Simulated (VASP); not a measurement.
# ZnS: single point with r2SCAN

Crystal: ZnS.

```xyz
2
Lattice="0.0000 2.7469 2.7469 2.7469 0.0000 2.7469 2.7469 2.7469 0.0000" Properties=species:S:1:pos:R:3 pbc="T T T"
Zn    1.3735    1.3735    1.3735
S     0.0000    0.0000    0.0000
```

This cell differs from its parent crystal: volume changed by +6%.

```
Program                : VASP 6.6.1
Task                   : single point
Functional             : r2SCAN
Potentials or basis    : VASP PAW PBE potentials, release 64 (Zn, S)
Cutoff                 : 520 eV
k mesh                 : 6 × 6 × 6
Occupations            : gaussian, width 0.01 eV
Spin                   : no spin polarisation
Dipole correction      : no
Further INCAR settings : ALGO = Normal; EDIFF = 1e-06; NBANDS = 16
```

```
Pressure               : -4.0 GPa
Band gap on the k mesh : 2.45 eV, direct
```

Levels at points of the mesh, in eV from the valence-band top:
```tsv
k point	band 5	band 6	band 7	band 8	band 9	band 10	band 11	band 12	band 13	band 14
(0.00, 0.00, 0.00)	-5.83	-5.83	0.00	0.00	0.00	2.45	6.93	6.93	6.93	12.23
(0.50, 0.00, 0.00)	-5.81	-5.65	-5.06	-0.82	-0.82	3.71	7.42	7.42	9.21	12.60
(0.50, 0.50, 0.00)	-5.77	-5.64	-4.42	-2.10	-2.10	3.83	4.48	11.38	12.47	12.47
```

It took 62 s on 1 thread of Intel(R) Xeon(R) Platinum 8259CL CPU @ 2.50GHz (Skylake/Cascade Lake), with other jobs on the host, peak memory 0.17 GiB.

Caveat: the PAW data sets were made with another functional, which shifts forces and pressure a little.
